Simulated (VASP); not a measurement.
A run of VASP 6.6.1:

File INCAR:

```
ALGO     = Normal         # electronic algorithm
EDIFF    = 1E-6           # SCF threshold, eV
ENCUT    = 520            # plane-wave cutoff, eV
GGA      = PE             # functional
ISIF     = 2              # what is computed and relaxed
ISMEAR   = 0              # smearing method
LASPH    = T              # aspherical terms in the spheres
LCHARG   = F              # write CHGCAR
LREAL    = F              # projectors in reciprocal space
LWAVE    = F              # write WAVECAR
NBANDS   = 15             # bands
NELM     = 60             # most SCF steps
PREC     = Accurate       # precision mode
SIGMA    = 0.05           # smearing width, eV
```

File KPOINTS:

```
k-points
0
Gamma
  6 6 4
```

POSCAR

```
MgI2
1.0
    4.0918639477      0.0000000000      0.0000000000
   -2.0459319739      3.5436581276      0.0000000000
    0.0000000000      0.0000000000      7.5975677033
Mg I
1 2
Direct
    0.0000000000      0.0000000000      0.0000000000
    0.3333333333      0.6666666667      0.7781860196
    0.6666666667      0.3333333333      0.2218139804
```

Potentials or basis: VASP PAW PBE potentials, release 64 (Mg, I).

Command:

```console
$ cat potpaw_PBE.64/Mg/POTCAR potpaw_PBE.64/I/POTCAR > POTCAR
$ mpirun -np 1 vasp_std > vasp.out
```

Hardware: 1 thread of Intel(R) Xeon(R) 6975P-C (Granite Rapids), on a shared host.

Q: Estimate the wall time of this run.

A: Run time: 14 s on 1 thread of Intel(R) Xeon(R) 6975P-C (Granite Rapids) (shared host), peak memory 0.23 GiB. Counts: scf iterations 12, k points 24.
